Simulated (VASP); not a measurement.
# Rh (Pm-3m) in VASP: further runs

Runs on Rh. Level: r2SCAN. Tasks: relaxation of cell and atoms, single point.

Everything below comes from runs of VASP 6.6.1. Logs are shortened: lines on timing, memory, paths and dates and some standing lists are left out, and cuts for length are marked.

### 1 The cell of the first run

The structure is cubic, space group Pm-3m (No. 221). The conventional cell has a = 2.458 Å, b = 2.458 Å, c = 2.458 Å, α = 90.00°, β = 90.00°, γ = 90.00°. Within 3.2 Å of Rh (site symmetry m-3m) lie 6 Rh at 2.46 Å.

This isn't the form of Rh at room conditions, which is fcc.

### 2 Relaxation of cell and atoms, r2SCAN

Contents of POSCAR:

```
Rh
1.0
    2.4580591709      0.0000000000      0.0000000000
    0.0000000000      2.4580591709      0.0000000000
    0.0000000000      0.0000000000      2.4580591709
Rh
1
Direct
    0.0000000000      0.0000000000      0.0000000000
```

Contents of INCAR.step1:

```
ALGO     = Normal         # electronic algorithm
EDIFF    = 1E-5           # SCF threshold, eV
EDIFFG   = -0.005         # ionic threshold
ENCUT    = 550            # plane-wave cutoff, eV
GGA      = PE             # functional
GGA_COMPAT= False        
IBRION   = 2              # ionic algorithm
ISIF     = 3              # what is computed and relaxed
ISMEAR   = -1             # smearing method
LASPH    = True           # aspherical terms in the spheres
LCHARG   = False          # write CHGCAR
LREAL    = False          # projectors in reciprocal space
LWAVE    = True           # write WAVECAR
NELM     = 120            # most SCF steps
NELMIN   = 4            
NSW      = 100            # ionic steps
PREC     = Accurate       # precision mode
SIGMA    = 0.1            # smearing width, eV
```

Contents of INCAR.step2:

```
ALGO     = Normal         # electronic algorithm
EDIFF    = 1E-7           # SCF threshold, eV
EDIFFG   = -0.01          # ionic threshold
ENCUT    = 550            # plane-wave cutoff, eV
GGA_COMPAT= False        
IBRION   = 2              # ionic algorithm
ISIF     = 3              # what is computed and relaxed
ISMEAR   = -1             # smearing method
ISTART   = 1            
LASPH    = True           # aspherical terms in the spheres
LCHARG   = False          # write CHGCAR
LMIXTAU  = True         
LREAL    = False          # projectors in reciprocal space
LWAVE    = False          # write WAVECAR
METAGGA  = R2SCAN         # meta-GGA
NELM     = 120            # most SCF steps
NELMIN   = 4            
NSW      = 80             # ionic steps
PREC     = Accurate       # precision mode
SIGMA    = 0.1            # smearing width, eV
```

Contents of KPOINTS:

```
k-points
0
Gamma
  13 13 13
```

Potentials or basis: VASP PAW PBE potentials, release 64 (Rh_pv).

Launch:

```
$ cat potpaw_PBE.64/Rh_pv/POTCAR > POTCAR
$ cp INCAR.step1 INCAR
$ mpirun -np 1 vasp_std > vasp.out
$ cp INCAR.step2 INCAR
$ mpirun -np 1 vasp_std > vasp.out
```

OUTCAR:

```text
EDIFF = 1E-7
   EDIFFG = -0.01
   ENCUT = 550
   IBRION = 2
   ISIF = 3
   ISMEAR = -1
   ISTART = 1
   LASPH = True
   LREAL = False
   METAGGA = R2SCAN
   NELM = 120
   NELMIN = 4
   NSW = 80
   PREC = Accurate

 ion  position               nearest neighbor table
   1  0.000  0.000  0.000-

  LATTYP: Found a simple cubic cell.
 ALAT       =     2.4580591709

  Lattice vectors:

 A1 = (   2.4580591709,   0.0000000000,   0.0000000000)
 A2 = (   0.0000000000,   2.4580591709,   0.0000000000)
 A3 = (   0.0000000000,   0.0000000000,   2.4580591709)

Analysis of symmetry for initial positions (statically):
=====================================================================
 Subroutine PRICEL returns:
 Original cell was already a primitive cell.

 Routine SETGRP: Setting up the symmetry group for a
 simple cubic supercell.

 Subroutine GETGRP returns: Found 48 space group operations
 (whereof 48 operations were pure point group operations)
 out of a pool of 48 trial point group operations.

The static configuration has the point symmetry O_h .

Analysis of symmetry for dynamics (positions and initial velocities):
=====================================================================
 Subroutine PRICEL returns:
 Original cell was already a primitive cell.

 Routine SETGRP: Setting up the symmetry group for a
 simple cubic supercell.

 Subroutine GETGRP returns: Found 48 space group operations
 (whereof 48 operations were pure point group operations)
 out of a pool of 48 trial point group operations.

The dynamic configuration has the point symmetry O_h .

 Subroutine INISYM returns: Found 48 space group operations
 (whereof 48 operations are pure point group operations),
 and found     1 'primitive' translations

----------------------------------------------------------------------------------------

                                     Primitive cell

  volume of cell :      14.8517

  direct lattice vectors                    reciprocal lattice vectors
     2.458059171  0.000000000  0.000000000     0.406825032  0.000000000  0.000000000
     0.000000000  2.458059171  0.000000000     0.000000000  0.406825032  0.000000000
     0.000000000  0.000000000  2.458059171     0.000000000  0.000000000  0.406825032

  length of vectors
     2.458059171  2.458059171  2.458059171     0.406825032  0.406825032  0.406825032

  position of ions in fractional coordinates (direct lattice)
     0.000000000  0.000000000  0.000000000

  ion indices of the primitive-cell ions
   primitive index   ion index
                 1           1

----------------------------------------------------------------------------------------

 KPOINTS: k-points

Automatic generation of k-mesh.
 Grid dimensions read from file:
 generate k-points for:   13   13   13

 Generating k-lattice:

  Cartesian coordinates                     Fractional coordinates (reciprocal lattice)
     0.031294233  0.000000000  0.000000000     0.076923077  0.000000000  0.000000000
     0.000000000  0.031294233  0.000000000     0.000000000  0.076923077  0.000000000
     0.000000000  0.000000000  0.031294233     0.000000000  0.000000000  0.076923077

  Length of vectors
     0.031294233  0.031294233  0.031294233

  Shift w.r.t. Gamma in fractional coordinates (k-lattice)
     0.000000000  0.000000000  0.000000000

 Subroutine IBZKPT returns following result:
 ===========================================

 Found     84 irreducible k-points:

 Following reciprocal coordinates:
            Coordinates               Weight
  0.000000  0.000000  0.000000      1.000000
  0.076923  0.000000  0.000000      6.000000
  0.153846  0.000000  0.000000      6.000000
  0.230769  0.000000  0.000000      6.000000
  0.307692  0.000000  0.000000      6.000000
  0.384615  0.000000  0.000000      6.000000
[... 16 lines left out ...]
  0.307692  0.307692  0.000000     12.000000
  0.384615  0.307692  0.000000     24.000000
 [... further k-points ...]
   k-points           NKPTS =     84   k-points in BZ     NKDIM =     84   number of bands    NBANDS=     11
   number of dos      NEDOS =    301   number of ions     NIONS =      1
   total plane-waves  NPLWV =   8000
   dimension x,y,z NGX =    20 NGY =   20 NGZ =   20
   dimension x,y,z NGXF=    40 NGYF=   40 NGZF=   40
   ions per type =               1
   NGX,Y,Z   is equivalent  to a cutoff of  13.53, 13.53, 13.53 a.u.
   NGXF,Y,Z  is equivalent  to a cutoff of  27.05, 27.05, 27.05 a.u.
 SYSTEM =  unknown system
   PREC   = accura    normal or accurate (medium, high low for compatibility)
   ISTART =      1    job   : 0-new  1-cont  2-samecut
   ICHARG =      0    charge: 1-file 2-atom 10-const
   ISPIN  =      1    spin polarized calculation?
   LNONCOLLINEAR =      F non collinear calculations
   LSORBIT =      F    spin-orbit coupling
   LASPH  =      T    aspherical Exc in radial PAW
   ENCUT  =  550.0 eV  40.42 Ry    6.36 a.u.   4.70  4.70  4.70*2*pi/ulx,y,z
   NELM   =    120;   NELMIN=  4; NELMDL=  0     # of ELM steps
   EDIFF  = 0.1E-06   stopping-criterion for ELM
   LREAL  =      F    real-space projection
   EDIFFG = -.1E-01   stopping-criterion for IOM
   NSW    =     80    number of steps for IOM
   IBRION =      2    ionic relax: 0-MD 1-quasi-New 2-CG
   NFREE  =      1    steps in history (QN), initial steepest desc. (CG)
   ISIF   =      3    stress and relaxation
   ISYM   =      2    0-nonsym 1-usesym 2-fastsym
   POTIM  = 0.5000    time-step for ionic-motion
   TEBEG  =    0.0;   TEEND  =   0.0 temperature during run
   PSTRESS=    0.0 pullay stress
   NELECT =      15.0000    total number of electrons
   NUPDOWN=      -1.0000    fix difference up-down
   EMIN   =  10.00;   EMAX   =-10.00  energy-range for DOS
   EFERMI =   0.00;   METHOD = LEGACY
   ISMEAR =    -1;   SIGMA  =   0.10  broadening in eV -4-tet -1-fermi 0-gaus
   EFERMI_NEDOS =   21; number of points for ismear=-14 and -15
   IALGO  =     38    algorithm
   IMIX   =      4    mixing-type and parameters
     AMIX     =   0.40;   BMIX     =  1.00
     AMIX_MAG =   1.60;   BMIX_MAG =  1.00
  volume/ion in A,a.u.               =      14.85       100.22
  Fermi-wavevector in a.u.,A,eV,Ry     =   1.642529  3.103929 36.707157  2.697900
  Thomas-Fermi vector in A             =   2.732816
   LORBIT       =      0    0 simple, 1 ext, 2 COOP (PROOUT), +10 PAW based schemes
   METAGGA = R2SCAN    functional components
   LHFCALC =     F    Hartree Fock is set to
   AEXX    =    0.0000 exact exchange contribution
   IVDW    =     0    specifies the selected vdW correction
   LEPSILON=     F    determine dielectric tensor
   LRPA    =     F    only Hartree local field effects (RPA)
 conjugate gradient relaxation of ions
 non-spin polarized calculation
  energy-cutoff  :      550.00
  volume of cell :       14.85
 maximum number of plane-waves:       461
 NGX is ok and might be reduce to    20
   NGX =  9   NGY =  9   NGZ =  9

--------------------------------------- Ionic step        1  -------------------------------------------

 number of electron      15.0000003 magnetization

 Free energy of the ion-electron system (eV)
  ---------------------------------------------------
  ext. energy  EPLUGINS =         0.00000000
  ---------------------------------------------------
  free energy    TOTEN  =       -23.30978218 eV

  energy without entropy =      -23.26014054  energy(sigma->0) =      -23.28496136

 E-fermi :  10.5567     XC(G=0): -14.3224

 val. band max:       10.5453174220   @ k =   0.4615   0.3077   0.1538
 cond. band min:      10.5804952242   @ k =   0.3846   0.2308   0.0000
 fundamental gap:      0.0351778022
 Fermi energy:        10.5567103273

 k-point     1 :       0.0000    0.0000    0.0000
  band No.  band energies     occupation
      1     -36.9458      2.00000
      2     -36.9458      2.00000
      3     -36.9458      2.00000
      4       3.1558      2.00000
      5       4.5604      2.00000
      6       4.5604      2.00000
      7      11.4781      0.00020
      8      11.4781      0.00020
      9      11.4781      0.00020
     10      28.8982      0.00000
     11      28.8982      0.00000

 k-point     2 :       0.0769    0.0000    0.0000
  band No.  band energies     occupation
      1     -37.0061      2.00000
      2     -36.9407      2.00000
      3     -36.9407      2.00000
      4       3.3440      2.00000
      5       4.5997      2.00000
      6       4.7524      2.00000
      7      11.3023      0.00116
      8      11.3023      0.00116
      9      11.4919      0.00017
     10      27.7080      0.00000
     11      28.6849      0.00000
[... 400 lines left out ...]
 POSITION                                       TOTAL-FORCE (eV/Angst)
 -----------------------------------------------------------------------------------
      0.00000      0.00000      0.00000        -0.000000     -0.000000      0.000000
 -----------------------------------------------------------------------------------
    total drift:                                0.000000      0.000000      0.000000

  FREE ENERGIE OF THE ION-ELECTRON SYSTEM (eV)
  ---------------------------------------------------
  free  energy   TOTEN  =       -23.3656585538 eV

  energy  without entropy=      -23.3095999999  energy(sigma->0) =      -23.33762928

--------------------------------------- Ionic step        4  -------------------------------------------

 number of electron      14.9999994 magnetization

 Free energy of the ion-electron system (eV)
  ---------------------------------------------------
  ext. energy  EPLUGINS =         0.00000000
  ---------------------------------------------------
  free energy    TOTEN  =       -23.36580130 eV

  energy without entropy =      -23.31002718  energy(sigma->0) =      -23.33791424

 E-fermi :   9.3608     XC(G=0): -13.8064

 val. band max:        9.3384802127   @ k =   0.4615   0.1538   0.1538
 cond. band min:       9.3774078549   @ k =   0.3846   0.2308   0.0000
 fundamental gap:      0.0389276422
 Fermi energy:         9.3608250316

 k-point     1 :       0.0000    0.0000    0.0000
  band No.  band energies     occupation
      1     -38.0304      2.00000
      2     -38.0304      2.00000
      3     -38.0304      2.00000
      4       2.4597      2.00000
      5       3.9562      2.00000
      6       3.9562      2.00000
      7      10.1686      0.00062
      8      10.1686      0.00062
      9      10.1686      0.00062
     10      27.1217      0.00000
     11      27.1217      0.00000

 k-point     2 :       0.0769    0.0000    0.0000
  band No.  band energies     occupation
      1     -38.0778      2.00000
      2     -38.0264      2.00000
      3     -38.0264      2.00000
      4       2.6368      2.00000
      5       3.9915      2.00000
      6       4.1262      2.00000
      7      10.0150      0.00288
      8      10.0150      0.00288
      9      10.1807      0.00055
     10      25.9519      0.00000
     11      27.5491      0.00000
[... 330 lines left out ...]
 POSITION                                       TOTAL-FORCE (eV/Angst)
 -----------------------------------------------------------------------------------
      0.00000      0.00000      0.00000        -0.000000     -0.000000      0.000000
 -----------------------------------------------------------------------------------
    total drift:                                0.000000      0.000000      0.000000

  FREE ENERGIE OF THE ION-ELECTRON SYSTEM (eV)
  ---------------------------------------------------
  free  energy   TOTEN  =       -23.3658012991 eV

  energy  without entropy=      -23.3100271798  energy(sigma->0) =      -23.33791424

 reached required accuracy - stopping structural energy minimisation
```

It took 2.3 min on 1 thread of Intel Xeon 6975P-C (Granite Rapids), shared host; peak memory 0.14 GiB.

Results:

```
Free energy                           : -23.3658 eV
Relaxed volume                        : 15.97 Å³/atom
Relaxed cell                          : a = 2.518 Å, b = 2.518 Å, c = 2.518 Å, α = 90.00°, β = 90.00°, γ = 90.00°
Space group after relaxing (to 0.1 Å) : Pm-3m (No. 221)
Energy gained by relaxing             : 56.0 meV/atom
Ionic steps                           : 4
Pressure after relaxing               : -0.1 GPa
Band gap on the k mesh                : zero (an odd number of electrons rules out a gap without spin polarisation)
```

Step by step:
```
step  energy change (eV)  largest force (eV/Å)  pressure (GPa)  volume (Å³)
   1              0.0000                0.0000           17.37        14.85
   2              0.1414                0.0000          -20.62        18.59
   3             -0.0559                0.0000           -0.74        16.03
   4             -0.0560                0.0000           -0.08        15.97
```

Final structure:
```
Rh
1.0
     2.51845    0.00000    0.00000
     0.00000    2.51845    0.00000
     0.00000    0.00000    2.51845
Rh
1
Cartesian
  0.0000 0.0000 0.0000
```

Levels at points of the mesh, in eV from the Fermi level:
```csv
k point,band 5,band 6,band 7,band 8,band 9,band 10,band 11
"(0.00, 0.00, 0.00)",-5.40,-5.40,0.81,0.81,0.81,17.76,17.76
```

Caveat: the PAW data sets were made with another functional, which shifts forces and pressure a little.

### 3 Single point, r2SCAN, collinear spin, ferromagnetic start (16.49 Å³/atom)

This run uses another cell than the first one, of 16.49 Å³/atom.

Contents of POSCAR:

```
Rh
1.0
    2.5455464226      0.0000000000      0.0000000000
    0.0000000000      2.5455464226      0.0000000000
    0.0000000000      0.0000000000      2.5455464226
Rh
1
Direct
    0.0000000000      0.0000000000      0.0000000000
```

Contents of INCAR.step1:

```
SYSTEM = Rh
PREC     = Accurate       ! precision mode
ENCUT    = 520            ! plane-wave cutoff, eV
ISMEAR   = -1             ! smearing method
SIGMA    = 0.05           ! smearing width, eV
LREAL    = .FALSE.        ! projectors in reciprocal space
LASPH    = .TRUE.         ! aspherical terms in the spheres
NELM     = 150            ! most SCF steps
ISPIN    = 2              ! spin polarisation
MAGMOM   = 1              ! initial moments
LMAXMIX  = 4              ! l up to which the mixer works
NBANDS   = 18             ! bands
GGA      = PE             ! functional
ALGO     = Normal         ! electronic algorithm
EDIFF    = 1E-4           ! SCF threshold, eV
LWAVE    = .TRUE.         ! write WAVECAR
LCHARG   = .FALSE.        ! write CHGCAR
```

Contents of INCAR.step2:

```
SYSTEM = Rh
PREC     = Accurate       ! precision mode
ENCUT    = 520            ! plane-wave cutoff, eV
EDIFF    = 1E-7           ! SCF threshold, eV
ISMEAR   = -1             ! smearing method
SIGMA    = 0.05           ! smearing width, eV
LREAL    = .FALSE.        ! projectors in reciprocal space
LASPH    = .TRUE.         ! aspherical terms in the spheres
NELM     = 150            ! most SCF steps
ALGO     = Normal         ! electronic algorithm
ISIF     = 2              ! what is computed and relaxed
LWAVE    = .FALSE.        ! write WAVECAR
LCHARG   = .FALSE.        ! write CHGCAR
ISPIN    = 2              ! spin polarisation
MAGMOM   = 1              ! initial moments
LORBIT   = 11             ! projections on sites
LMAXMIX  = 4              ! l up to which the mixer works
METAGGA  = R2SCAN         ! meta-GGA
LMIXTAU  = .TRUE.       
NBANDS   = 18             ! bands
ISTART   = 1
```

Contents of KPOINTS:

```
Automatic mesh
0
G
  20 20 20
  0 0 0
```

Potentials or basis: VASP PAW PBE potentials, release 64 (Rh_pv).

Launch:

```
$ cat potpaw_PBE.64/Rh_pv/POTCAR > POTCAR
$ cp INCAR.step1 INCAR
$ mpirun -np 1 vasp_std > vasp.out
$ cp INCAR.step2 INCAR
$ mpirun -np 1 vasp_std > vasp.out
```

Wall time 8.7 min (1 thread of Intel Xeon 8259CL, shared host); peak memory 0.23 GiB.

It converged, with:

```yaml
Free_energy: -23.3389 eV
Pressure: -6.4 GPa
Net_moment: 0.00 μB per cell
Valence_electrons_inside_the_program's_atomic_spheres: Rh 13.80
```

Levels at points of the mesh, in eV from the Fermi level:
Spin up:
```tsv
k point	band 3	band 4	band 5	band 6	band 7	band 8	band 9	band 10	band 11	band 12
(0.00, 0.00, 0.00)	-47.36	-6.70	-5.18	-5.18	0.74	0.74	0.74	17.48	17.48	17.48
(0.50, 0.00, 0.00)	-47.29	-4.55	-4.34	-1.38	-1.38	0.29	0.95	6.39	18.22	18.32
(0.50, 0.50, 0.00)	-47.24	-5.58	-3.69	-0.97	-0.97	2.34	5.98	5.98	13.86	13.95
(0.50, 0.50, 0.50)	-47.91	-4.47	-4.47	-4.47	2.48	2.48	10.96	12.50	12.50	12.50
```
Spin down:
| k point | band 5 | band 6 | band 7 | band 8 | band 9 | band 10 |
| --- | --- | --- | --- | --- | --- | --- |
| (0.00, 0.00, 0.00) | -5.18 | -5.18 | 0.74 | 0.74 | 0.74 | 17.48 |
| (0.50, 0.00, 0.00) | -4.34 | -1.38 | -1.38 | 0.29 | 0.95 | 6.39 |
| (0.50, 0.50, 0.00) | -3.69 | -0.97 | -0.97 | 2.34 | 5.98 | 5.98 |
| (0.50, 0.50, 0.50) | -4.47 | -4.47 | 2.48 | 2.48 | 10.96 | 12.50 |

Caveat: the cell stands under tension; the PAW data sets were made with another functional, which shifts forces and pressure a little.

(Continued in part 2 of 2.)
